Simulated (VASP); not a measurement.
Write the native input for VASP 6.6.1 that does the following.

- Task: single point
- Functional: PBE
- Potentials or basis: VASP PAW PBE potentials, release 64 (Ta_sv_GW, Nb_sv, O)
- Cutoff: 700 eV
- k mesh: 6 × 6 × 2
- Occupations: gaussian, width 0.1 eV
- Spin: no spin polarisation
- Dipole correction: no
- Further INCAR settings: ALGO = Normal; EDIFF = 1e-06; NBANDS = 41

The structure of TaNbO lies in POSCAR:

```
TaNbO
1.0
    2.9534617700      0.0000000000      0.0000000000
    0.0000000000      3.5300811100      0.0000000000
    0.0000000000      0.0000000000      7.6395230500
Ta Nb O
2 2 2
Direct
    0.5000000000      0.5000000000      0.1020000000
    0.0000000000      0.0000000000      0.8980000000
    0.0000000000      0.5000000000      0.3199999900
    0.5000000000      0.0000000000      0.6800000100
    0.0000000000      0.5000000000      0.9649999700
    0.5000000000      0.0000000000      0.0350000300
```

The cell was generated, and may not be a known phase.

These files were run (other wordings do the same):

INCAR

```
  ALGO = Normal
  EDIFF = 1E-6
  ENCUT = 700
  GGA = PE
  GGA_COMPAT = False
  ISIF = 2
  ISMEAR = 0
  LASPH = True
  LCHARG = False
  LREAL = False
  LWAVE = False
  NBANDS = 41
  NELM = 120
  PREC = Accurate
  SIGMA = 0.1
```

KPOINTS

```
k-points
0
Gamma
  6 6 2
```

Potentials or basis: VASP PAW PBE potentials, release 64 (Ta_sv_GW, Nb_sv, O).

Run with:

```sh
$ cat potpaw_PBE.64/Ta_sv_GW/POTCAR potpaw_PBE.64/Nb_sv/POTCAR potpaw_PBE.64/O/POTCAR > POTCAR
$ mpirun -np 1 vasp_std > vasp.out
```

It gave:

The pressure is 127.0 GPa, the largest force is 12.384 eV/Å and the band gap on the k mesh is zero (bands 32 and 33 overlap by 0.74 eV).

Caveat: the k points lie up to 0.41 Å⁻¹ apart, too coarse for converged energies and pressures of a metal; spin-orbit coupling is left out, which moves the levels of the heavy elements; forces of over 1 eV/Å act on the atoms, so gaps and moduli don't describe the material at rest.

It took 2.9 min on 1 thread of Intel(R) Xeon(R) Platinum 8375C CPU @ 2.90GHz (Ice Lake) (shared host), peak memory 0.33 GiB.
